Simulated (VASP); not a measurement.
# CdTe (zincblende type) (F-43m) in VASP: further runs, part 2 of 2

VASP 6.6.1.

## (3) Single point, PBEsol (volume scaled by 0.8)

File INCAR:

```
ALGO = Normal ; EDIFF = 1E-6
ENCUT = 520 ; GGA = PS
ISIF = 2 ; ISMEAR = -1
LASPH = T ; LCHARG = F
LREAL = F ; LWAVE = F
NBANDS = 16 ; NELM = 100
PREC = Accurate ; SIGMA = 0.05
```

File KPOINTS:

```
k-points
0
Gamma
  12 12 12
```

File POSCAR:

```
CdTe
1.0
    0.0000000000      3.0124682059      3.0124682059
    3.0124682059      0.0000000000      3.0124682059
    3.0124682059      3.0124682059      0.0000000000
Cd Te
1 1
Direct
    0.0000000000      0.0000000000      0.0000000000
    0.2500000000      0.2500000000      0.2500000000
```

Potentials or basis: VASP PAW PBE potentials, release 64 (Cd, Te).

Launch:

```bash
$ cat potpaw_PBE.64/Cd/POTCAR potpaw_PBE.64/Te/POTCAR > POTCAR
$ mpirun -np 1 vasp_std > vasp.out
```

OUTCAR:

```text
EDIFF = 1E-6
   ENCUT = 520
   GGA = PS
   ISIF = 2
   ISMEAR = -1
   LASPH = T
   LREAL = F
   NELM = 100
   PREC = Accurate

 ion  position               nearest neighbor table
   1  0.000  0.000  0.000-   2 2.61   2 2.61   2 2.61   2 2.61
   2  0.250  0.250  0.250-   1 2.61   1 2.61   1 2.61   1 2.61

  LATTYP: Found a face centered cubic cell.
 ALAT       =     6.0249364118

  Lattice vectors:

[... 638 lines left out ...]
     16      14.6262      0.00000

 [... further k-points ...]

------------------------ aborting loop because EDIFF is reached ----------------------------------------

  FORCE on cell =-STRESS in cart. coord.  units (eV):
  Direction    XX          YY          ZZ          XY          YZ          ZX
  --------------------------------------------------------------------------------------
  -------------------------------------------------------------------------------------
  Total        5.4913770      5.4913770      5.4913770      0.0000000     -0.0000000     -0.0000000
  in kB      160.9142230    160.9142230    160.9142230      0.0000000     -0.0000000     -0.0000000
  external PRESSURE =     160.9142230 kB  Pullay stress =       0.0000000 kB

 VOLUME and BASIS-vectors are now :
 -----------------------------------------------------------------------------
  energy-cutoff  :      520.00
  volume of cell :       54.68
      direct lattice vectors                 reciprocal lattice vectors
     0.000000000  3.012468206  3.012468206    -0.165976855  0.165976855  0.165976855
     3.012468206  0.000000000  3.012468206     0.165976855 -0.165976855  0.165976855
     3.012468206  3.012468206  0.000000000     0.165976855  0.165976855 -0.165976855

 POSITION                                       TOTAL-FORCE (eV/Angst)
 -----------------------------------------------------------------------------------
      0.00000      0.00000      0.00000        -0.000000     -0.000000     -0.000000
      1.50623      1.50623      1.50623         0.000000      0.000000      0.000000
 -----------------------------------------------------------------------------------
    total drift:                               -0.000000     -0.000000     -0.000000

  FREE ENERGIE OF THE ION-ELECTRON SYSTEM (eV)
  ---------------------------------------------------
  free  energy   TOTEN  =        -4.9291117037 eV

  energy  without entropy=       -4.9291116968  energy(sigma->0) =       -4.92911170
```

It took 39 s on 1 thread of Intel Xeon Platinum 8259CL at 2.50GHz (Skylake/Cascade Lake), shared host; peak memory 0.21 GiB.

What came out:

* Free energy: -4.9291 eV
* Pressure: 16.1 GPa
* Band gap on the k mesh: 1.33 eV, direct

Caveat: the PAW data sets were made with another functional, which shifts forces and pressure a little; spin-orbit coupling is left out, which moves the levels of the heavy elements.

## (4) Single point, PBEsol (volume scaled by 0.94)

File INCAR:

```
PREC = Accurate
ENCUT = 520
EDIFF = 1E-6
ISMEAR = -1
SIGMA = 0.05
LREAL = F
LASPH = T
NELM = 60
ALGO = Normal
ISIF = 2
LWAVE = F
LCHARG = T
GGA = PS
LELF = T
LVHAR = T
NBANDS = 16
```

File KPOINTS:

```
regular mesh
0
Gamma
  12 12 12
```

File POSCAR:

```
CdTe
1.0
    0.0000000000      3.1788382311      3.1788382311
    3.1788382311      0.0000000000      3.1788382311
    3.1788382311      3.1788382311      0.0000000000
Cd Te
1 1
Direct
    0.0000000000      0.0000000000      0.0000000000
    0.2500000000      0.2500000000      0.2500000000
```

Potentials or basis: VASP PAW PBE potentials, release 64 (Cd, Te).

Launch:

```bash
$ cat potpaw_PBE.64/Cd/POTCAR potpaw_PBE.64/Te/POTCAR > POTCAR
$ mpirun -np 1 vasp_std > vasp.out
```

OUTCAR:

```text
PREC = Accurate
   ENCUT = 520
   EDIFF = 1E-6
   ISMEAR = -1
   LREAL = F
   LASPH = T
   NELM = 60
   ISIF = 2
   GGA = PS

 ion  position               nearest neighbor table
   1  0.000  0.000  0.000-   2 2.75   2 2.75   2 2.75   2 2.75
   2  0.250  0.250  0.250-   1 2.75   1 2.75   1 2.75   1 2.75

  LATTYP: Found a face centered cubic cell.
 ALAT       =     6.3576764622

  Lattice vectors:

[... 639 lines left out ...]
     16      12.6053      0.00000

 [... further k-points ...]

------------------------ aborting loop because EDIFF is reached ----------------------------------------

  FORCE on cell =-STRESS in cart. coord.  units (eV):
  Direction    XX          YY          ZZ          XY          YZ          ZX
  --------------------------------------------------------------------------------------
  -------------------------------------------------------------------------------------
  Total        1.2618265      1.2618265      1.2618265     -0.0000000      0.0000000     -0.0000000
  in kB       31.4684212     31.4684212     31.4684212     -0.0000000      0.0000000     -0.0000000
  external PRESSURE =      31.4684212 kB  Pullay stress =       0.0000000 kB

 VOLUME and BASIS-vectors are now :
 -----------------------------------------------------------------------------
  energy-cutoff  :      520.00
  volume of cell :       64.24
      direct lattice vectors                 reciprocal lattice vectors
     0.000000000  3.178838231  3.178838231    -0.157290168  0.157290168  0.157290168
     3.178838231  0.000000000  3.178838231     0.157290168 -0.157290168  0.157290168
     3.178838231  3.178838231  0.000000000     0.157290168  0.157290168 -0.157290168

 POSITION                                       TOTAL-FORCE (eV/Angst)
 -----------------------------------------------------------------------------------
      0.00000      0.00000      0.00000         0.000000      0.000000      0.000000
      1.58942      1.58942      1.58942        -0.000000     -0.000000     -0.000000
 -----------------------------------------------------------------------------------
    total drift:                               -0.000000     -0.000000     -0.000000

  FREE ENERGIE OF THE ION-ELECTRON SYSTEM (eV)
  ---------------------------------------------------
  free  energy   TOTEN  =        -5.4505900045 eV

  energy  without entropy=       -5.4505891886  energy(sigma->0) =       -5.45058960
```

It took 59 s on 1 thread of Intel Xeon Platinum 8259CL at 2.50GHz (Skylake/Cascade Lake), shared host; peak memory 0.25 GiB.

What came out:

| Item | Value |
| --- | --- |
| Free energy | -5.4506 eV |
| Pressure | 3.1 GPa |
| Band gap on the k mesh | 0.84 eV, direct |

Caveat: the PAW data sets were made with another functional, which shifts forces and pressure a little; spin-orbit coupling is left out, which moves the levels of the heavy elements.

## (5) Summary

| cell | gap on the mesh (eV) | pressure (GPa) |
| --- | --- | --- |
| a = 4.113 Å, angles 60.0°, 2 atoms | 1.56 | 30.3 |
| a = 4.260 Å, angles 60.0°, 2 atoms | 1.33 | 16.1 |
| a = 4.496 Å, angles 60.0°, 2 atoms | 0.84 | 3.1 |

Alike in all rows: task single point; level PBEsol; potentials or basis VASP PAW PBE potentials, release 64 (Cd, Te); no spin polarisation; k mesh 12 × 12 × 12; cutoff (eV) 520; smearing fermi-dirac 0.05 eV.

Caveats: the PAW data sets were made with another functional, which shifts forces and pressure a little; spin-orbit coupling is left out, which moves the levels of the heavy elements.

Absolute energies hang on the potentials; compare differences alone.
